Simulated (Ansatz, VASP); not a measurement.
One calculation of MoH6, two programs

```
H Mo
1.0
     1.81831   -2.26979    0.00000
     1.81831    2.26979    0.00000
     0.00000    0.00000    4.74941
H Mo
6 1
Direct
  0.70401 0.29599 0.00000
  0.29599 0.70401 0.00000
  0.23174 0.76877 0.79943
  0.76826 0.23123 0.79943
  0.76877 0.23174 0.20057
  0.23123 0.76826 0.20057
  0.50000 0.50000 0.50000
```

Alike in both runs: functional PBE; k mesh 4 × 4 × 2; occupations gaussian, width 0.15 eV; no spin polarisation.

Ansatz relaxed the structure, and its values are those at the end. VASP's run is a single point on that final structure, the one shown.

```csv
,VASP,Ansatz
version,VASP 6.6.1,Ansatz 0.2.0
potentials or method,"VASP PAW PBE potentials, release 64 (H, Mo_sv), cutoff 500 eV","scalar-relativistic, plane waves, PAW"
valence electrons in the cell,20,20
```

```tsv
	VASP	Ansatz	Ansatz less VASP
gap on the k mesh at the Fermi level (eV)	none	none	-
pressure (GPa)	-0.3	-0.1	+0.21
rms of the force components (eV/Å)	0.017	0.019	+0.0018
```

A gap of «none» marks a metal or a gap that the smearing closes.

The k mesh is coarse, so the values compare programs but aren't converged.
